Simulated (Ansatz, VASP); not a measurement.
**TlF: VASP beside Ansatz**

```xyz
2
Lattice="9.0000 0.0000 0.0000 0.0000 9.0000 0.0000 0.0000 0.0000 11.1000" Properties=species:S:1:pos:R:3 pbc="T T T"
Tl    4.5000    4.5000    4.5000
F     4.5000    4.5000    6.6045
```

Alike in both runs: task single point; functional PBE; k mesh 1 × 1 × 1; occupations gaussian, width 0.01 eV; no spin polarisation.

|  | VASP | Ansatz |
| --- | --- | --- |
| version | VASP 6.6.1 | Ansatz 0.2.0 |
| potentials or method | VASP PAW PBE potentials, release 64 (Tl_d, F_h), cutoff 1010 eV | scalar-relativistic, plane waves, PAW |
| valence electrons in the cell | 20 | 20 |

```csv
,VASP,Ansatz,Ansatz less VASP
gap on the k mesh at the Fermi level (eV),4.48,4.49,+0.012
rms of the force components (eV/Å),0.223,0.193,-0.0305
```

Atom by atom the forces differ by 0.031 eV/Å (rms over components). The functional is the same, so the differences come from potentials, cutoffs and numerics.

Neither program's run includes spin-orbit coupling.
